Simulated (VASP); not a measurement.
## I: single point with PBE0

Crystal: I.

```
I
1.0
     3.63503   -2.39502    0.00000
     3.63503    2.39502    0.00000
     0.00000    0.00000    9.79344
I
4
Direct
  0.64930 0.35070 0.38440
  0.14930 0.85070 0.11560
  0.35070 0.64930 0.61560
  0.85070 0.14930 0.88440
```

```json
{
  "Program": "VASP 6.6.1",
  "Task": "single point",
  "Functional": "PBE0",
  "Potentials or basis": "VASP PAW PBE potentials, release 64 (I)",
  "Cutoff": "520 eV",
  "k mesh": "4 × 4 × 2",
  "Occupations": "fermi-dirac, width 0.05 eV",
  "Spin": "no spin polarisation"
}
```

```json
{"Pressure": "0.7 GPa", "Largest force": "0.217 eV/Å", "Band gap on the k mesh": "2.86 eV (least direct gap 3.08 eV)"}
```

Forces on the atoms (eV/Å):
```
I    0.000 -0.072 -0.204
I    0.000 -0.072  0.204
I    0.000  0.072  0.204
I    0.000  0.072 -0.204
```

Stress tensor (GPa, compression positive):
```
0.91 0.00 0.00
0.00 0.59 0.00
0.00 0.00 0.74
```

Levels at points of the mesh, in eV from the valence-band top:
```
           k point  band 10  band 11  band 12  band 13  band 14  band 15  band 16  band 17  band 18  band 19
(0.00, 0.00, 0.00)    -1.39    -1.22    -0.61    -0.22    -0.15     2.94     3.90     6.87     6.91     7.05
(0.50, 0.00, 0.00)    -1.93    -1.33    -1.33    -0.52    -0.52     3.83     3.83     7.03     7.03     9.11
(0.50, 0.50, 0.00)    -2.16    -2.10    -1.45    -0.79    -0.44     2.86     3.47     6.73     7.47     7.64
(0.00, 0.00, 0.50)    -1.46    -1.12    -1.12    -0.18    -0.18     3.24     3.24     7.37     7.37     7.87
(0.50, 0.00, 0.50)    -2.04    -0.89    -0.89     0.00     0.00     3.26     3.26     7.41     7.41     8.20
(0.50, 0.50, 0.50)    -2.06    -1.35    -1.35    -1.17    -1.17     3.00     3.00     7.72     7.72     8.73
```

Run time: 14 min on 1 × NVIDIA H100 80GB with 1 thread of AMD EPYC 7R13 Processor (Zen 3) (shared host), peak memory 1.3 GiB.

Caveat: this functional lacks dispersion, which holds the molecules together, so the pressure and a relaxed volume are unreliable; the PAW data sets were made with another functional, which shifts forces and pressure a little; spin-orbit coupling is left out, which moves the levels of the heavy elements. A k mesh can miss the band edges.
